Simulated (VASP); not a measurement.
Wanted: the native input for a VASP 6.6.1 run.

| Item | Value |
| --- | --- |
| Task | electric field gradients |
| Functional | PBEsol |
| Potentials or basis | VASP PAW PBE potentials, release 64 (Si, C) |
| Cutoff | 520 eV |
| k mesh | 15 × 15 × 8 |
| Occupations | fermi-dirac, width 0.08 eV |
| Spin | no spin polarisation |
| Dipole correction | no |
| Further INCAR settings | ALGO = Normal; EDIFF = 1e-08; NBANDS = 16 |

The structure of SiC lies in POSCAR:

```
SiC
1.0
    3.0452382243      0.0000000000      0.0000000000
   -1.5226191122      2.6372536629      0.0000000000
    0.0000000000      0.0000000000      5.0480000000
Si C
2 2
Direct
    0.3333333333      0.6666666667      0.0000000000
    0.6666666667      0.3333333333      0.5000000000
    0.3333333333      0.6666666667      0.3850000000
    0.6666666667      0.3333333333      0.8850000000
```

This cell differs from its parent crystal: equal xx and yy strain of -1 %.

These files were run (other wordings do the same):

INCAR

```
SYSTEM = SiC
PREC     = Accurate       ! precision mode
ENCUT    = 520            ! plane-wave cutoff, eV
EDIFF    = 1E-8           ! SCF threshold, eV
ISMEAR   = -1             ! smearing method
SIGMA    = 0.08           ! smearing width, eV
LREAL    = .FALSE.        ! projectors in reciprocal space
LASPH    = .TRUE.         ! aspherical terms in the spheres
NELM     = 60             ! most SCF steps
ALGO     = Normal         ! electronic algorithm
ISIF     = 2              ! what is computed and relaxed
LWAVE    = .FALSE.        ! write WAVECAR
LCHARG   = .FALSE.        ! write CHGCAR
GGA      = PS             ! functional
LEFG     = .TRUE.       
NBANDS   = 16             ! bands
```

KPOINTS

```
regular mesh
0
G
  15 15 8
  0 0 0
```

Potentials or basis: VASP PAW PBE potentials, release 64 (Si, C).

Command:

```console
$ cat potpaw_PBE.64/Si/POTCAR potpaw_PBE.64/C/POTCAR > POTCAR
$ mpirun -np 1 vasp_std > vasp.out
```

It gave:

```
Pressure               : 5.6 GPa
Largest force          : 0.868 eV/Å
Band gap on the k mesh : 2.15 eV, indirect (least direct gap 4.11 eV)
```

Caveat: the cell differs from its parent crystal (equal xx and yy strain of -1 %); without QUAD_EFG the Cq values of the log hold for a quadrupole moment of 1 mb, not for the nuclei; the PAW data sets were made with another functional, which shifts forces and pressure a little.

Run time: 57 s on 1 thread of Intel(R) Xeon(R) Platinum 8488C (Sapphire Rapids), with other jobs on the host, peak memory 0.21 GiB.
